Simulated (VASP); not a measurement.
VSeO5, 14 atoms in the cell. The typed cell holds 14 atoms: a = 3.452 Å, b = 9.057 Å, c = 4.944 Å, α = 90.00°, β = 110.43°, γ = 90.00°. 

* Program: VASP 6.6.1
* Task: single point
* Functional: r2SCAN
* Potentials or basis: VASP PAW PBE potentials, release 64 (V_sv, Se, O)
* Cutoff: 520 eV
* k mesh: 4 × 2 × 4
* Occupations: methfessel-paxton, width 0.0286 eV
* Spin: no spin polarisation
* Dipole correction: no
* Further INCAR settings: ALGO = Normal; EDIFF = 1e-06; NBANDS = 62

Potentials or basis: VASP PAW PBE potentials, release 64 (V_sv, Se, O).

Launch:

```console
$ cat potpaw_PBE.64/V_sv/POTCAR potpaw_PBE.64/Se/POTCAR potpaw_PBE.64/O/POTCAR > POTCAR
$ cp INCAR.step1 INCAR
$ mpirun -np 1 vasp_std > vasp.out
$ cp INCAR.step2 INCAR
$ mpirun -np 1 vasp_std > vasp.out
```

Hardware: 1 thread of Intel(R) Xeon(R) Platinum 8488C (Sapphire Rapids), with other jobs on the host.

Q: Estimate the wall time of this run.

A: Run time: 11 min on 1 thread of Intel(R) Xeon(R) Platinum 8488C (Sapphire Rapids), on a shared host, peak memory 0.38 GiB. Counts: k points 20.
